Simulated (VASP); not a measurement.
# Zn3Ag (P-6m2) in VASP: single point with LDA

Aim: the single point of Zn3Ag with LDA.

Program: VASP 6.6.1. These are calculated values, not measurements. Logs are shortened: lines on timing, memory, paths and dates and some standing lists are left out, and cuts for length are marked.

## Step 1: The cell of the first run

Symmetry: P-6m2, No. 187, hexagonal system. The conventional cell has a = 2.847 Å, b = 2.847 Å, c = 8.558 Å, α = 90.00°, β = 90.00°, γ = 120.00°. Within 3.5 Å of Zn (site symmetry -6m2) lie 12 Zn at 2.65 to 2.85 Å. Zn (site symmetry 3m) has 9 Zn at 2.65 to 2.85 Å and 3 Ag at 2.74 Å within 3.5 Å. Within 3.6 Å of Ag (site symmetry -6m2) lie 6 Zn at 2.74 Å and 6 Ag at 2.85 Å.

## Step 2: Single point, LDA

File INCAR:

```
SYSTEM = Zn3Ag
PREC = Accurate
ENCUT = 520
EDIFF = 1E-6
ISMEAR = 0
SIGMA = 0.05
LREAL = .False.
LASPH = .True.
NELM = 60
ALGO = Fast
ISIF = 2
LWAVE = .False.
LCHARG = .True.
GGA = CA
LELF = .True.
LVHAR = .True.
NBANDS = 32
```

File KPOINTS:

```
Automatic mesh
0
Gamma
  15 15 4
  0 0 0
```

File POSCAR:

```
Zn3Ag
1.0
    2.8470090780      0.0000000000      0.0000000000
   -1.4235045390      2.4655821864      0.0000000000
    0.0000000000      0.0000000000      8.5584124300
Zn Ag
3 1
Direct
    0.6666666700      0.3333333300      0.5000000000
    0.3333333300      0.6666666700      0.2567962400
    0.3333333300      0.6666666700      0.7432037600
    0.6666666700      0.3333333300      0.0000000000
```

Potentials or basis: VASP PAW LDA potentials, release 64 (Zn, Ag).

On the command line:

```
$ cat potpaw_LDA.64/Zn/POTCAR potpaw_LDA.64/Ag/POTCAR > POTCAR
$ mpirun -np 1 vasp_std > vasp.out
```

OUTCAR:

```text
SYSTEM = Zn3Ag
   PREC = Accurate
   ENCUT = 520
   EDIFF = 1E-6
   ISMEAR = 0
   LREAL = .False.
   LASPH = .True.
   NELM = 60
   ISIF = 2
   GGA = CA

 ion  position               nearest neighbor table
   1  0.667  0.333  0.500-   2 2.65   3 2.65   2 2.65   3 2.65   2 2.65   3 2.65
   2  0.333  0.667  0.257-   1 2.65   1 2.65   1 2.65   4 2.74   4 2.74   4 2.74
   3  0.333  0.667  0.743-   1 2.65   1 2.65   1 2.65   4 2.74   4 2.74   4 2.74
   4  0.667  0.333  0.000-   2 2.74   3 2.74   2 2.74   3 2.74   2 2.74   3 2.74

  LATTYP: Found a hexagonal cell.
 ALAT       =     2.8470090780
 C/A-ratio  =     3.0061064772

  Lattice vectors:

 A1 = (   2.8470090780,   0.0000000000,   0.0000000000)
 A2 = (  -1.4235045390,   2.4655821864,   0.0000000000)
 A3 = (   0.0000000000,   0.0000000000,   8.5584124300)

Analysis of symmetry for initial positions (statically):
=====================================================================
 Subroutine PRICEL returns:
 Original cell was already a primitive cell.

 Routine SETGRP: Setting up the symmetry group for a
 hexagonal supercell.

 Subroutine GETGRP returns: Found 12 space group operations
 (whereof 12 operations were pure point group operations)
 out of a pool of 24 trial point group operations.

The static configuration has the point symmetry D_3h.

Analysis of symmetry for dynamics (positions and initial velocities):
=====================================================================
 Subroutine PRICEL returns:
 Original cell was already a primitive cell.

 Routine SETGRP: Setting up the symmetry group for a
 hexagonal supercell.

 Subroutine GETGRP returns: Found 12 space group operations
 (whereof 12 operations were pure point group operations)
 out of a pool of 24 trial point group operations.

The dynamic configuration has the point symmetry D_3h.

 Subroutine INISYM returns: Found 12 space group operations
 (whereof 12 operations are pure point group operations),
 and found     1 'primitive' translations

----------------------------------------------------------------------------------------

                                     Primitive cell

  volume of cell :      60.0761

  direct lattice vectors                    reciprocal lattice vectors
     2.847009078  0.000000000  0.000000000     0.351245807  0.202791861  0.000000000
    -1.423504539  2.465582186  0.000000000     0.000000000  0.405583722  0.000000000
     0.000000000  0.000000000  8.558412430     0.000000000  0.000000000  0.116844100

  length of vectors
     2.847009078  2.847009078  8.558412430     0.405583722  0.405583722  0.116844100
[... 89 lines left out ...]
   IBRION =     -1    ionic relax: 0-MD 1-quasi-New 2-CG
   NFREE  =      0    steps in history (QN), initial steepest desc. (CG)
   ISIF   =      2    stress and relaxation
   ISYM   =      2    0-nonsym 1-usesym 2-fastsym
   POTIM  = 0.5000    time-step for ionic-motion
   TEBEG  =    0.0;   TEEND  =   0.0 temperature during run
   PSTRESS=    0.0 pullay stress
   NELECT =      47.0000    total number of electrons
   NUPDOWN=      -1.0000    fix difference up-down
   EMIN   =  10.00;   EMAX   =-10.00  energy-range for DOS
   EFERMI =   0.00;   METHOD = LEGACY
   ISMEAR =     0;   SIGMA  =   0.05  broadening in eV -4-tet -1-fermi 0-gaus
   EFERMI_NEDOS =   21; number of points for ismear=-14 and -15
   IALGO  =     68    algorithm
   IMIX   =      4    mixing-type and parameters
     AMIX     =   0.40;   BMIX     =  1.00
     AMIX_MAG =   1.60;   BMIX_MAG =  1.00
  volume/ion in A,a.u.               =      15.02       101.35
  Fermi-wavevector in a.u.,A,eV,Ry     =   1.508482  2.850619 30.960321  2.275519
  Thomas-Fermi vector in A             =   2.618931
   LORBIT       =      0    0 simple, 1 ext, 2 COOP (PROOUT), +10 PAW based schemes
   GGA     = CA    functional components
   LHFCALC =     F    Hartree Fock is set to
   AEXX    =    0.0000 exact exchange contribution
   IVDW    =     0    specifies the selected vdW correction
   LEPSILON=     F    determine dielectric tensor
   LRPA    =     F    only Hartree local field effects (RPA)
 non-spin polarized calculation
 RMM-DIIS sequential band-by-band and
 Gauss-broadening in eV      SIGMA  =   0.05
  energy-cutoff  :      520.00
  volume of cell :       60.08
 maximum number of plane-waves:      1632
 NGX is ok and might be reduce to    24
   NGX = 11   NGY = 11   NGZ = 31

 number of electron      47.0000027 magnetization

 Free energy of the ion-electron system (eV)
  ---------------------------------------------------
  ext. energy  EPLUGINS =         0.00000000
  ---------------------------------------------------
  free energy    TOTEN  =        -9.51471316 eV

  energy without entropy =       -9.51310017  energy(sigma->0) =       -9.51390667

 E-fermi :   4.6761     XC(G=0): -12.3161

 val. band max:        4.6622693025   @ k =   0.4000   0.0000   0.2500
 cond. band min:       4.6856644202   @ k =   0.4000   0.0000   0.0000
 fundamental gap:      0.0233951177
 Fermi energy:         4.6760756141

 k-point     1 :       0.0000    0.0000    0.0000
  band No.  band energies     occupation
      1      -5.5411      2.00000
      2      -3.8200      2.00000
      3      -3.7473      2.00000
      4      -3.1443      2.00000
      5      -3.0746      2.00000
      6      -3.0746      2.00000
[... 829 lines left out ...]
     31      11.2918      0.00000
     32      12.7266      0.00000

 [... further k-points ...]

------------------------ aborting loop because EDIFF is reached ----------------------------------------

  FORCE on cell =-STRESS in cart. coord.  units (eV):
  Direction    XX          YY          ZZ          XY          YZ          ZX
  --------------------------------------------------------------------------------------
  -------------------------------------------------------------------------------------
  Total       -1.9451915     -1.9451915     -2.4235984      0.0000000     -0.0000000      0.0000000
  in kB      -51.8765869    -51.8765869    -64.6352878      0.0000000     -0.0000000      0.0000000
  external PRESSURE =     -56.1294872 kB  Pullay stress =       0.0000000 kB

 VOLUME and BASIS-vectors are now :
 -----------------------------------------------------------------------------
  energy-cutoff  :      520.00
  volume of cell :       60.08
      direct lattice vectors                 reciprocal lattice vectors
     2.847009078  0.000000000  0.000000000     0.351245807  0.202791861  0.000000000
    -1.423504539  2.465582186  0.000000000     0.000000000  0.405583722  0.000000000
     0.000000000  0.000000000  8.558412430     0.000000000  0.000000000  0.116844100

 POSITION                                       TOTAL-FORCE (eV/Angst)
 -----------------------------------------------------------------------------------
      1.42350      0.82186      4.27921        -0.000000      0.000000      0.000000
     -0.00000      1.64372      2.19777         0.000000      0.000000     -0.059110
     -0.00000      1.64372      6.36064         0.000000      0.000000      0.059110
      1.42350      0.82186      0.00000         0.000000      0.000000      0.000000
 -----------------------------------------------------------------------------------
    total drift:                               -0.000002      0.000001      0.000000

  FREE ENERGIE OF THE ION-ELECTRON SYSTEM (eV)
  ---------------------------------------------------
  free  energy   TOTEN  =        -9.5147131609 eV

  energy  without entropy=       -9.5131001714  energy(sigma->0) =       -9.51390667
```

OSZICAR:

```text
N       E                     dE             d eps       ncg     rms          rms(c)
DAV:   1     0.326250885034E+03    0.32625E+03   -0.22443E+04  5184   0.219E+03
DAV:   2     0.114606496666E+02   -0.31479E+03   -0.29422E+03  5216   0.421E+02
DAV:   3    -0.100298331807E+02   -0.21490E+02   -0.21279E+02  6008   0.119E+02
DAV:   4    -0.103048141663E+02   -0.27498E+00   -0.27491E+00  5704   0.139E+01
DAV:   5    -0.103070894298E+02   -0.22753E-02   -0.22752E-02  5864   0.107E+00    0.823E+00
RMM:   6    -0.958142875231E+01    0.72566E+00   -0.25657E+00  5418   0.137E+01    0.565E+00
RMM:   7    -0.953432526508E+01    0.47103E-01   -0.80591E-02  5923   0.300E+00    0.282E+00
RMM:   8    -0.951595580901E+01    0.18369E-01   -0.23094E-02  5835   0.931E-01    0.379E-01
RMM:   9    -0.951481604901E+01    0.11398E-02   -0.56792E-03  5921   0.834E-01    0.131E-01
RMM:  10    -0.951472458732E+01    0.91462E-04   -0.45221E-04  6141   0.153E-01    0.633E-02
RMM:  11    -0.951471244501E+01    0.12142E-04   -0.10919E-04  6014   0.763E-02    0.200E-02
RMM:  12    -0.951471281384E+01   -0.36882E-06   -0.28396E-05  6158   0.383E-02    0.122E-02
RMM:  13    -0.951471316094E+01   -0.34711E-06   -0.82779E-06  5174   0.189E-02
   1 F= -.95147132E+01 E0= -.95139067E+01  d E =-.161299E-02
```

stdout:

```text
POSCAR found type information on POSCAR ZnAg
 POSCAR found :  2 types and       4 ions
 scaLAPACK will be used
 LDA part: xc-table for (Slater(with rela. corr.)+CA(PZ))
 , standard interpolation
 POSCAR, INCAR and KPOINTS ok, starting setup
 FFT: planning ... GRIDC
 FFT: planning ... GRID_SOFT
 FFT: planning ... GRID
 WAVECAR not read
 entering main loop
```

Run time: 3.1 min. Hardware: 1 thread of Intel Xeon 8259CL, shared host; peak memory 0.26 GiB.

What came out:

- Free energy: -9.5147 eV
- Pressure: -5.6 GPa
- Largest force: 0.059 eV/Å
- Band gap on the k mesh: zero (an odd number of electrons rules out a gap without spin polarisation)

Forces on the atoms (eV/Å):
```
Zn   0.000  0.000  0.000
Zn   0.000  0.000 -0.059
Zn   0.000  0.000  0.059
Ag   0.000  0.000  0.000
```

Levels at points of the mesh, in eV from the Fermi level:
| k point | band 21 | band 22 | band 23 | band 24 | band 25 | band 26 | band 27 | band 28 |
| --- | --- | --- | --- | --- | --- | --- | --- | --- |
| (0.00, 0.00, 0.00) | -5.09 | -4.09 | -4.09 | -1.78 | 1.25 | 10.14 | 10.92 | 13.79 |
| (0.00, 0.00, 0.50) | -4.70 | -4.09 | -4.09 | -4.09 | 4.49 | 5.33 | 13.87 | 13.87 |

Caveat: the cell stands under tension.
